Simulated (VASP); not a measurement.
A run of VASP 6.6.1 is set up as follows.

File INCAR:

```
PREC = Accurate
ENCUT = 750
EDIFF = 1E-6
ISMEAR = 0
SIGMA = 0.05
LREAL = False
LASPH = True
NELM = 120
ALGO = Normal
ISIF = 2
LWAVE = False
LCHARG = True
GGA = PE
IVDW = 13
LELF = True
LVHAR = True
NBANDS = 13
GGA_COMPAT = False
```

Contents of KPOINTS:

```
regular mesh
0
Gamma
  8 8 8
```

File POSCAR:

```
Li2Se
1.0
    0.0000000000      2.9946711783      2.9946711783
    2.9946711783      0.0000000000      2.9946711783
    2.9946711783      2.9946711783      0.0000000000
Li Se
2 1
Direct
    0.2500000000      0.2500000000      0.2500000000
    0.7500000000      0.7500000000      0.7500000000
    0.0000000000      0.0000000000      0.0000000000
```

Potentials or basis: VASP PAW PBE potentials, release 64 (Li_sv, Se).

Run with:

```sh
$ cat potpaw_PBE.64/Li_sv/POTCAR potpaw_PBE.64/Se/POTCAR > POTCAR
$ mpirun -np 1 vasp_std > vasp.out
```

Q: What does it give for the dispersion energy per atom?

A: -0.116 eV.

Q: Estimate the pressure.

A: -1.0 GPa.
